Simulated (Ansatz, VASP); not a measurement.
# Cu in VASP and in Ansatz

File INCAR:

```
SYSTEM = Cu
PREC = Accurate
ENCUT = 520
EDIFF = 1E-6
ISMEAR = 0
SIGMA = 0.1
LREAL = .FALSE.
LASPH = .TRUE.
NELM = 80
ALGO = Normal
ISIF = 2
LWAVE = .FALSE.
LCHARG = .TRUE.
GGA = PE
LELF = .TRUE.
LVHAR = .TRUE.
NBANDS = 18
```

File KPOINTS:

```
Automatic mesh
0
G
  18 18 10
  0 0 0
```

File POSCAR:

```
Cu
1.0
    2.4571361539      0.0000000000      0.0000000000
   -1.2285680770      2.1279423299      0.0000000000
    0.0000000000      0.0000000000      4.1110493487
Cu
2
Direct
    0.3333333300      0.6666666700      0.2500000000
    0.6666666700      0.3333333300      0.7500000000
```

Input for Ansatz:

```yaml
crystal:
  lattice:
    - [2.4571361539, 0.0, 0.0]
    - [-1.228568077, 2.1279423299, 0.0]
    - [0.0, 0.0, 4.1110493487]
  atoms:
    - { symbol: Cu, position: [0.33333333, 0.66666667, 0.25] }
    - { symbol: Cu, position: [0.66666667, 0.33333333, 0.75] }
basis:
  ecutwfc: 420
kpoints:
  mp_grid: { grid: [18, 18, 10] }
hamiltonian:
  xc: pbe
scf:
  occupations: { method: gaussian, width: 0.1 }
output:
  forces: true
  stress: true
  eigenvalues: true
```

Alike in both runs: task single point; functional PBE; k mesh 18 × 18 × 10; occupations gaussian, width 0.1 eV; no spin polarisation.

|  | VASP | Ansatz |
| --- | --- | --- |
| version | VASP 6.6.1 | Ansatz 0.2.0 |
| potentials or method | VASP PAW PBE potentials, release 64 (Cu), cutoff 520 eV | scalar-relativistic, plane waves, PAW |
| valence electrons in the cell | 22 | 38 |

|  | VASP | Ansatz | Ansatz less VASP |
| --- | --- | --- | --- |
| gap on the k mesh at the Fermi level (eV) | none | none | - |
| pressure (GPa) | 20.6 | 19.9 | -0.73 |
| traceless stress, the component that is largest in VASP (GPa) | -4.01 | -3.97 | +0.035 |

A gap of «none» marks a metal or a gap that the smearing closes. VASP's potentials hold 22 valence electrons a cell and Ansatz's 38, so a difference there can come from the potentials and not from the codes.
